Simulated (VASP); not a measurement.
# BeCoF4 (P4/mmm) in VASP: notebook, part 2 of 2

VASP 6.6.1.

## Step 4: Single point, PBE, collinear spin, ferromagnetic start

This run uses another cell than the first one, of 15.81 Å³/atom.

INCAR reads:

```
SYSTEM = BeCoF4
  PREC = Accurate
  ENCUT = 520
  EDIFF = 1E-6
  ISMEAR = 0
  SIGMA = 0.1
  LREAL = .False.
  LASPH = .True.
  NELM = 150
  ALGO = Normal
  ISIF = 2
  LWAVE = .False.
  LCHARG = .False.
  ISPIN = 2
  MAGMOM = 0 3 0 0 0 0
  LORBIT = 11
  LMAXMIX = 4
  GGA = PE
  NBANDS = 32
```

KPOINTS reads:

```
Automatic mesh
0
Gamma
  4 4 4
  0 0 0
```

POSCAR reads:

```
BeCoF4
1.0
    4.0630765600      0.0000000000      0.0000000000
    0.0000000000      4.0630765600      0.0000000000
    0.0000000000      0.0000000000      5.7460579700
Be Co F
1 1 4
Direct
    0.0000000000      0.0000000000      0.0000000000
    0.5000000000      0.5000000000      0.5000000000
    0.5000000000      0.0000000000      0.2500000000
    0.0000000000      0.5000000000      0.7500000000
    0.5000000000      0.0000000000      0.7500000000
    0.0000000000      0.5000000000      0.2500000000
```

Started as:

```sh
> cat potpaw_PBE.64/Be/POTCAR potpaw_PBE.64/Co/POTCAR potpaw_PBE.64/F/POTCAR > POTCAR
> mpirun -np 1 vasp_std > vasp.out
```

It took 3.4 min on 1 thread of Intel Xeon 8259CL, shared host; peak memory 0.27 GiB.

It converged, with:

| Item | Value |
| --- | --- |
| Free energy | -25.5507 eV |
| Pressure | -21.9 GPa |
| Largest force | 0.226 eV/Å |
| Band gap on the k mesh | 1.21 eV (least direct gap 1.22 eV) |
| Net moment | 3.00 μB per cell |
| Site moments | Be -0.00; Co +2.73; F +0.05 μB |
| Valence electrons inside the program's atomic spheres | Be 0.28; Co 7.19; F 6.00 |

Forces on the atoms (eV/Å):
```
Be   0.000  0.000  0.000
Co   0.000  0.000  0.000
F    0.000  0.000 -0.226
F    0.000  0.000  0.226
F    0.000  0.000  0.226
F    0.000  0.000 -0.226
```

Levels at points of the mesh, in eV from the valence-band top:
Spin up:
| k point | band 19 | band 20 | band 21 | band 22 | band 23 | band 24 |
| --- | --- | --- | --- | --- | --- | --- |
| (0.00, 0.00, 0.00) | -1.31 | -1.09 | -1.09 | 1.34 | 4.87 | 5.47 |
| (0.50, 0.00, 0.00) | -1.43 | -1.20 | -1.20 | 3.36 | 4.55 | 6.39 |
| (0.50, 0.50, 0.00) | -1.21 | -1.21 | -1.04 | 3.92 | 5.67 | 5.67 |
| (0.00, 0.00, 0.50) | -1.26 | -1.16 | -1.16 | 2.54 | 3.39 | 6.20 |
| (0.50, 0.00, 0.50) | -1.36 | -1.29 | -1.17 | 3.52 | 5.03 | 5.84 |
| (0.50, 0.50, 0.50) | -1.36 | -1.33 | -0.99 | 3.96 | 5.76 | 6.17 |
Spin down:
| k point | band 15 | band 16 | band 17 | band 18 | band 19 | band 20 | band 21 | band 22 |
| --- | --- | --- | --- | --- | --- | --- | --- | --- |
| (0.00, 0.00, 0.00) | -1.45 | -1.20 | -0.10 | -0.09 | 1.41 | 1.50 | 1.59 | 1.59 |
| (0.50, 0.00, 0.00) | -1.51 | -1.37 | -0.05 | -0.02 | 1.31 | 1.33 | 1.59 | 3.37 |
| (0.50, 0.50, 0.00) | -1.21 | -1.20 | -0.07 | -0.05 | 1.28 | 1.28 | 1.46 | 3.93 |
| (0.00, 0.00, 0.50) | -1.45 | -1.45 | -0.09 | -0.05 | 1.49 | 1.56 | 1.56 | 2.56 |
| (0.50, 0.00, 0.50) | -2.18 | -2.15 | -0.03 | 0.00 | 1.28 | 1.44 | 1.57 | 3.54 |
| (0.50, 0.50, 0.50) | -1.28 | -1.26 | -0.05 | -0.01 | 1.21 | 1.21 | 1.47 | 3.96 |

Caveat: the cell stands under tension; a cell with one magnetic atom can't hold antiferromagnetic order, which such compounds often take. A k mesh can miss the band edges.

## Step 5: Single point, PBE, collinear spin, ferromagnetic start

INCAR reads:

```
PREC = Accurate
ENCUT = 520
EDIFF = 1E-6
ISMEAR = 0
SIGMA = 0.02
LREAL = F
LASPH = T
NELM = 150
ALGO = Normal
ISIF = 2
LWAVE = F
LCHARG = F
ISPIN = 2
MAGMOM = 0 2.86 0 0 0 0
LORBIT = 11
LMAXMIX = 4
GGA = PE
NBANDS = 32
```

KPOINTS reads:

```
Automatic mesh
0
Gamma
  8 8 6
```

POSCAR reads:

```
BeCoF4
1.0
    3.3894206088      0.0000000000      0.0000000000
    0.0000000000      3.3894206088      0.0000000000
    0.0000000000      0.0000000000      4.8774877030
Be Co F
1 1 4
Direct
    0.0000000000      0.0000000000      0.0000000000
    0.5000000000      0.5000000000      0.5000000000
    0.5000000000      0.0000000000      0.2340624499
    0.0000000000      0.5000000000      0.7659375501
    0.5000000000      0.0000000000      0.7659375501
    0.0000000000      0.5000000000      0.2340624499
```

Potentials or basis: VASP PAW PBE potentials, release 64 (Be, Co, F).

Started as:

```sh
> cat potpaw_PBE.64/Be/POTCAR potpaw_PBE.64/Co/POTCAR potpaw_PBE.64/F/POTCAR > POTCAR
> mpirun -np 1 vasp_std > vasp.out
```

OUTCAR:

```text
PREC = Accurate
   ENCUT = 520
   EDIFF = 1E-6
   ISMEAR = 0
   LREAL = F
   LASPH = T
   NELM = 150
   ISIF = 2
   ISPIN = 2
   LORBIT = 11
   GGA = PE

 ion  position               nearest neighbor table
   1  0.000  0.000  0.000-   3 2.04   4 2.04   5 2.04   6 2.04   4 2.04   6 2.04   3 2.04   5 2.04

   2  0.500  0.500  0.500-   3 2.13   4 2.13   5 2.13   6 2.13   3 2.13   5 2.13   4 2.13   6 2.13

   3  0.500  0.000  0.234-   1 2.04   1 2.04   2 2.13   2 2.13
   4  0.000  0.500  0.766-   1 2.04   1 2.04   2 2.13   2 2.13
   5  0.500  0.000  0.766-   1 2.04   1 2.04   2 2.13   2 2.13
   6  0.000  0.500  0.234-   1 2.04   1 2.04   2 2.13   2 2.13

  LATTYP: Found a simple tetragonal cell.
 ALAT       =     3.3894206088
 C/A-ratio  =     1.4390328808

  Lattice vectors:

 A1 = (   3.3894206088,   0.0000000000,   0.0000000000)
 A2 = (   0.0000000000,   3.3894206088,   0.0000000000)
 A3 = (   0.0000000000,   0.0000000000,   4.8774877030)

Analysis of symmetry for initial positions (statically):
[... 1851 lines left out ...]
  Total       -0.1341711     -0.1341711     -0.1749092      0.0000000      0.0000000      0.0000000
  in kB       -3.8363859     -3.8363859     -5.0012208      0.0000000      0.0000000      0.0000000
  external PRESSURE =      -4.2246642 kB  Pullay stress =       0.0000000 kB

 VOLUME and BASIS-vectors are now :
 -----------------------------------------------------------------------------
  energy-cutoff  :      520.00
  volume of cell :       56.03
      direct lattice vectors                 reciprocal lattice vectors
     3.389420609  0.000000000  0.000000000     0.295035676  0.000000000  0.000000000
     0.000000000  3.389420609  0.000000000     0.000000000  0.295035676  0.000000000
     0.000000000  0.000000000  4.877487703     0.000000000  0.000000000  0.205023582

 POSITION                                       TOTAL-FORCE (eV/Angst)
 -----------------------------------------------------------------------------------
      0.00000      0.00000      0.00000         0.000000      0.000000      0.000000
      1.69471      1.69471      2.43874         0.000000      0.000000      0.000000
      1.69471      0.00000      1.14164         0.000000     -0.000000      0.002492
      0.00000      1.69471      3.73585         0.000000      0.000000     -0.002492
      1.69471      0.00000      3.73585         0.000000      0.000000     -0.002492
      0.00000      1.69471      1.14164        -0.000000     -0.000000      0.002492
 -----------------------------------------------------------------------------------
    total drift:                                0.000000     -0.000000     -0.000000

  FREE ENERGIE OF THE ION-ELECTRON SYSTEM (eV)
  ---------------------------------------------------
  free  energy   TOTEN  =       -29.8074213598 eV

  energy  without entropy=      -29.8074213598  energy(sigma->0) =      -29.80742136

 total charge

# of ion       s       p       d       tot
------------------------------------------
    1        0.204   0.294   0.000   0.498
    2        0.232   0.290   7.082   7.605
    3        1.742   4.364   0.000   6.105
    4        1.742   4.364   0.000   6.105
    5        1.742   4.364   0.000   6.105
    6        1.742   4.364   0.000   6.105
--------------------------------------------------
tot          7.403  18.038   7.082  32.523

 magnetization (x)

# of ion       s       p       d       tot
------------------------------------------
    1       -0.002   0.000   0.000  -0.002
    2        0.008   0.008   2.667   2.683
    3        0.004   0.066   0.000   0.069
    4        0.004   0.066   0.000   0.069
    5        0.004   0.066   0.000   0.069
    6        0.004   0.066   0.000   0.069
--------------------------------------------------
tot          0.021   0.270   2.667   2.958
```

OSZICAR:

```text
N       E                     dE             d eps       ncg     rms          rms(c)
DAV:   1     0.355686441201E+03    0.35569E+03   -0.20299E+04  7696   0.133E+03
DAV:   2    -0.107038314524E+01   -0.35676E+03   -0.32942E+03  8304   0.359E+02
DAV:   3    -0.322789910565E+02   -0.31209E+02   -0.30743E+02  9240   0.116E+02
DAV:   4    -0.327405313638E+02   -0.46154E+00   -0.46133E+00  8336   0.151E+01
DAV:   5    -0.327493285005E+02   -0.87971E-02   -0.87969E-02 10240   0.208E+00    0.154E+01
DAV:   6    -0.298612584578E+02    0.28881E+01   -0.16012E+01 10248   0.408E+01    0.150E+01
DAV:   7    -0.298107028749E+02    0.50556E-01   -0.15903E+00 10528   0.205E+01    0.758E+00
DAV:   8    -0.298083854519E+02    0.23174E-02   -0.15169E-01  9352   0.319E+00    0.456E+00
DAV:   9    -0.298045600973E+02    0.38254E-02   -0.21645E-02  9168   0.150E+00    0.647E-01
DAV:  10    -0.298067799432E+02   -0.22198E-02   -0.47634E-03 10632   0.710E-01    0.155E-01
DAV:  11    -0.298071196733E+02   -0.33973E-03   -0.49953E-04 10104   0.290E-01    0.908E-02
DAV:  12    -0.298073222248E+02   -0.20255E-03   -0.85282E-05  8240   0.674E-02    0.453E-02
DAV:  13    -0.298074148201E+02   -0.92595E-04   -0.63026E-05  8264   0.579E-02    0.886E-03
DAV:  14    -0.298074196138E+02   -0.47937E-05   -0.54498E-06  8816   0.147E-02    0.360E-03
DAV:  15    -0.298074211921E+02   -0.15783E-05   -0.13360E-06  7536   0.783E-03    0.212E-03
DAV:  16    -0.298074213598E+02   -0.16772E-06   -0.15535E-07  6800   0.298E-03
   1 F= -.29807421E+02 E0= -.29807421E+02  d E =-.332242E-21  mag=     3.0000
```

It took 5.6 min on 1 thread of Intel Xeon 8259CL, shared host; peak memory 0.3 GiB.

Results:

```
Free energy                                           : -29.8074 eV
Pressure                                              : -0.4 GPa
Band gap on the k mesh                                : 1.42 eV (least direct gap 1.45 eV)
Net moment                                            : 3.00 μB per cell
Site moments                                          : Be -0.00; Co +2.68; F +0.07 μB
Valence electrons inside the program's atomic spheres : Be 0.50; Co 7.61; F 6.11
```

Forces on the atoms (eV/Å):
```
Be   0.000  0.000  0.000
Co   0.000  0.000  0.000
F    0.000  0.000  0.002
F    0.000  0.000 -0.002
F    0.000  0.000 -0.002
F    0.000  0.000  0.002
```

Stress tensor (GPa, compression positive):
```
-0.38  0.00  0.00
 0.00 -0.38  0.00
 0.00  0.00 -0.50
```

Caveat: a cell with one magnetic atom can't hold antiferromagnetic order, which such compounds often take.

## Step 6: The runs side by side

```tsv
cell	k mesh	smearing	gap on the mesh (eV)	pressure (GPa)	moment (μB)
a = 3.390, b = 3.390, c = 4.876 Å, 6 atoms, atomic positions A	4 × 4 × 4	gaussian 0.1 eV	1.43	-0.4	3.00
a = 3.390, b = 3.390, c = 4.876 Å, 6 atoms, atomic positions A	6 × 6 × 4	gaussian 0.1 eV	1.43	-0.4	3.00
a = 4.063, b = 4.063, c = 5.746 Å, 6 atoms, atomic positions B	4 × 4 × 4	gaussian 0.1 eV	1.21	-21.9	3.00
a = 3.389, b = 3.389, c = 4.877 Å, 6 atoms, atomic positions A	8 × 8 × 6	gaussian 0.02 eV	1.42	-0.4	3.00
```

Alike in all rows: task single point; level PBE; potentials or basis VASP PAW PBE potentials, release 64 (Be, Co, F); spin collinear, ferromagnetic start; cutoff (eV) 520.

Caveats: some runs use coarse meshes; a cell with one magnetic atom can't hold antiferromagnetic order, which such compounds often take; the cell stands under tension (at least some runs).

Total energies depend on the potentials used, so only differences within one code and one set of settings carry meaning.
